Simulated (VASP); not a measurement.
## Te: relaxation of cell and atoms with PBEsol

The system is Te.

```
Te
1.0
     2.30590    1.33131    1.69095
    -2.30590    1.33131    1.69095
     0.00000   -2.66263    1.69095
Te
1
Direct
  0.50000 0.50000 0.50000
```

- Program: VASP 6.6.1
- Task: relaxation of cell and atoms
- Functional: PBEsol
- Potentials or basis: VASP PAW PBE potentials, release 64 (Te)
- Cutoff: 600 eV
- k mesh: 9 × 9 × 9
- Occupations: fermi-dirac, width 0.05 eV
- Spin: no spin polarisation
- Target pressure: 30 GPa
- Dipole correction: no
- Further INCAR settings: ALGO = Normal; EDIFF = 1e-07; IBRION = 2; EDIFFG = -0.01; NSW = 80; ISIF = 3

| Quantity | Value |
| --- | --- |
| Relaxed volume | 20.97 Å³/atom |
| Relaxed cell | a = 3.009 Å, b = 3.009 Å, c = 3.009 Å, α = 109.47°, β = 109.47°, γ = 109.47° |
| Space group after relaxing (to 0.05 Å) | Im-3m (No. 229) |
| Energy change on relaxing (the enthalpy is what falls) | +658.1 meV/atom |
| Ionic steps | 27 |
| Pressure after relaxing | 30.0 GPa |
| Band gap on the k mesh | zero (band 3 reaches 17.54 eV, above the bottom of band 4 at 8.30 eV) |

The path:
```
step  energy change (eV)  largest force (eV/Å)  pressure (GPa)  volume (Å³)
   1              0.0000                0.0000           -0.04        31.15
   2             12.2202                0.0000          484.90        11.54
   3              0.3155                0.0000           20.40        25.05
   4              0.4201                0.0000           24.92        24.31
   5              0.5485                0.0000           30.19        23.56
   6              0.5229                0.0000           29.16        23.70
   7              0.5179                0.0000           29.15        23.56
   8              0.4927                0.0000           28.24        22.95
   9              0.7081                0.0000           32.08        20.87
  10              0.4126                0.0000           17.37        22.76
  11              0.6518                0.0000           29.24        21.16
  12              0.6618                0.0000           29.75        21.11
  13              0.6627                0.0000           29.79        21.11
  14              0.6588                0.0000           29.43        21.12
  15              0.6401                0.0000           28.90        21.14
  16              0.6369                0.0000           28.90        21.13
  17              0.6288                0.0000           28.54        21.15
  18              0.6260                0.0000           28.47        21.15
  19              0.6255                0.0000           28.45        21.15
  20              0.6256                0.0000           28.45        21.15
  21              0.6271                0.0000           28.53        21.14
  22              0.6272                0.0000           28.53        21.14
  23              0.6290                0.0000           28.62        21.13
  24              0.6343                0.0000           28.87        21.10
  25              0.6452                0.0000           29.39        21.04
  26              0.6673                0.0000           30.44        20.92
  27              0.6581                0.0000           30.00        20.97
```

Final structure:
```
Te
1.0
     2.45684    1.41846    1.00284
    -2.45684    1.41846    1.00284
     0.00000   -2.83692    1.00284
Te
1
Direct
  0.50000 0.50000 0.50000
```

Levels at points of the mesh, in eV from the Fermi level:
```tsv
k point	band 1	band 2	band 3	band 4	band 5	band 6	band 7
(0.00, 0.00, 0.00)	-16.87	4.92	4.92	4.92	10.64	10.65	10.65
```

Wall time 6.5 min on 1 thread of AMD EPYC 7R13, on a shared host, peak memory 0.16 GiB.

Caveat: the cell is relaxed towards a set pressure, so the enthalpy falls and the energy may rise; the volume moved by over 15 % at a fixed basis, so the end points are rough; the PAW data sets were made with another functional, which shifts forces and pressure a little; spin-orbit coupling is left out, which moves the levels of the heavy elements.
